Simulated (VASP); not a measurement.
Here is a VASP 6.6.1 calculation.

Contents of INCAR:

```
PREC = Accurate
ENCUT = 520
EDIFF = 1E-6
ISMEAR = 0
SIGMA = 0.1
LREAL = F
LASPH = T
NELM = 80
ALGO = Normal
ISIF = 2
LWAVE = F
LCHARG = F
LDIPOL = T
IDIPOL = 3
DIPOL = 0.5 0.5 0.476
GGA = PE
IVDW = 12
NBANDS = 69
```

Contents of KPOINTS:

```
Automatic mesh
0
Gamma
  6 6 1
```

File POSCAR:

```
Ir12S
1.0
    4.7036899471      0.0000000000      0.0000000000
   -2.3518449735      4.0735149857      0.0000000000
    0.0000000000      0.0000000000     25.6520221164
Ir S
12 1
Direct
    0.0000000000      0.3333333333      0.3313578930
    0.3333333333      0.0000000000      0.3313578930
    0.6666666667      0.6666666667      0.3313578930
    0.3333333333      0.3333333333      0.4177971100
    0.6666666667      0.0000000000      0.4177971100
    0.0000000000      0.6666666667      0.4177971100
    0.6663464352      0.3330131019      0.5033915145
    0.0000000000      0.0003202314      0.5033915145
    0.3336535648      0.6666666667      0.5033915145
    0.0000000000      0.3332029591      0.5901082387
    0.3334637076      0.0001303742      0.5901082387
    0.6665362924      0.6666666667      0.5901082387
    0.0000000000      0.6666666667      0.6562079619
```

Potentials or basis: VASP PAW PBE potentials, release 64 (Ir, S).

The run is started by

```console
$ cat potpaw_PBE.64/Ir/POTCAR potpaw_PBE.64/S/POTCAR > POTCAR
$ mpirun -np 1 vasp_std > vasp.out
```

Q: Estimate the band gap on the k mesh.

A: Zero (bands 57 and 58 overlap by 0.28 eV).

Q: Estimate the dispersion energy per atom.

A: -0.538 eV.

Q: What does it give for the largest force?

A: 1.082 eV/Å.

Forces in eV/Å, atoms in the order of the input:
```
Ir  -0.015  0.026  0.300
Ir  -0.015 -0.026  0.300
Ir   0.030  0.000  0.300
Ir   0.000  0.000  0.045
Ir   0.000  0.000  0.045
Ir   0.000  0.000 -1.082
Ir   0.010  0.017  0.019
Ir   0.010 -0.017  0.019
Ir  -0.019  0.000  0.019
Ir   0.023 -0.040 -0.002
Ir   0.023  0.040 -0.002
Ir  -0.046  0.000 -0.002
S    0.000  0.000  0.039
```

Caveat: spin-orbit coupling is left out, which moves the levels of the heavy elements.
